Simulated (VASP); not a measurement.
A run of VASP 6.6.1 is set up as follows.

File INCAR:

```
SYSTEM = SnPt3
PREC = Accurate ; ENCUT = 400
EDIFF = 1E-8 ; ISMEAR = -1
SIGMA = 0.05 ; LREAL = .FALSE.
LASPH = .TRUE. ; NELM = 120
ALGO = Normal ; ISIF = 2
LWAVE = .FALSE. ; LCHARG = .FALSE.
LEFG = .TRUE. ; NBANDS = 30
GGA_COMPAT = .FALSE.
```

KPOINTS

```
Automatic mesh
0
G
  8 8 8
  0 0 0
```

File POSCAR:

```
SnPt3
1.0
    3.9200000000      0.0000000000      0.0000000000
    0.0000000000      3.9200000000      0.0000000000
    0.0000000000      0.0000000000      4.0000000000
Sn Pt
1 3
Direct
    0.0000000000      0.0000000000      0.0000000000
    0.0000000000      0.5000000000      0.5000000000
    0.5000000000      0.0000000000      0.5000000000
    0.5000000000      0.5000000000      0.0000000000
```

Potentials or basis: VASP PAW LDA potentials, release 64 (Sn_d, Pt).

Run with:

```console
$ cat potpaw_LDA.64/Sn_d/POTCAR potpaw_LDA.64/Pt/POTCAR > POTCAR
$ mpirun -np 1 vasp_std > vasp.out
```

Question: Estimate the band gap on the k mesh.

Answer: Zero (bands 22 and 23 overlap by 0.59 eV).

Question: What does it give for the pressure?

Answer: 7.5 GPa.

Electric field gradients, principal values (V/Å²):
| atom | least | middle | greatest (by size) |
| --- | --- | --- | --- |
| 1 Sn | -5.198 | -5.198 | 10.396 |
| 2 Pt | 68.144 | 91.127 | -159.271 |
| 3 Pt | 68.144 | 91.127 | -159.271 |
| 4 Pt | 72.018 | 72.018 | -144.035 |

Caveat: the cell differs from its parent crystal (equal xx and yy strain of -2 %); the cell stands under pressure; without QUAD_EFG the Cq values of the log hold for a quadrupole moment of 1 mb, not for the nuclei; spin-orbit coupling is left out, which moves the levels of the heavy elements.
